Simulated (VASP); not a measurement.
Write the native input for VASP 6.6.1 that does the following.

| Item | Value |
| --- | --- |
| Task | single point |
| Functional | PBEsol |
| Potentials or basis | VASP PAW PBE potentials, release 64 (Ge_d, Fe) |
| Cutoff | 520 eV |
| k mesh | 6 × 6 × 7 |
| Occupations | fermi-dirac, width 0.05 eV |
| Spin | collinear spin, ferromagnetic start |
| Starting moments | [0.0, 0.0, 0.0, 3.0, 3.0, 3.0] μB |
| Dipole correction | no |
| Further INCAR settings | ALGO = Normal; EDIFF = 1e-06; NBANDS = 46 |

The structure of FeGe lies in POSCAR:

```
FeGe
1.0
    4.9640603699      0.0000000000      0.0000000000
   -2.4820301849      4.2990023862      0.0000000000
    0.0000000000      0.0000000000      4.0881379583
Ge Fe
3 3
Direct
    0.6666666667      0.3333333333      0.5000000000
    0.3333333333      0.6666666667      0.5000000000
    0.0000000000      0.0000000000      0.0000000000
    0.0000000000      0.5000000000      0.0000000000
    0.5000000000      0.5000000000      0.0000000000
    0.5000000000      0.0000000000      0.0000000000
```

These files were run (other wordings do the same):

INCAR

```
ALGO = Normal ; EDIFF = 1E-6
ENCUT = 520 ; GGA = PS
ISIF = 2 ; ISMEAR = -1
ISPIN = 2 ; LASPH = True
LCHARG = False ; LMAXMIX = 4
LORBIT = 11 ; LREAL = False
LWAVE = False ; MAGMOM = 0 0 0 3 3 3
NBANDS = 46 ; NELM = 150
PREC = Accurate ; SIGMA = 0.05
```

KPOINTS

```
k-points
0
Gamma
  6 6 7
```

Potentials or basis: VASP PAW PBE potentials, release 64 (Ge_d, Fe).

The run is started by

```sh
$ cat potpaw_PBE.64/Ge_d/POTCAR potpaw_PBE.64/Fe/POTCAR > POTCAR
$ mpirun -np 1 vasp_std > vasp.out
```

Results of the run:

| Quantity | Value |
| --- | --- |
| Pressure | -7.5 GPa |
| Net moment | 4.18 μB per cell |
| Site moments | Ge -0.05, -0.08; Fe +1.47 μB |
| Valence electrons inside the program's atomic spheres | Ge 12.38, 12.34; Fe 7.42 |

Caveat: the PAW data sets were made with another functional, which shifts forces and pressure a little.

Run time: 8.1 min on 1 thread of Oxide Virtual Turin-like Processor, on a shared host, peak memory 0.3 GiB.
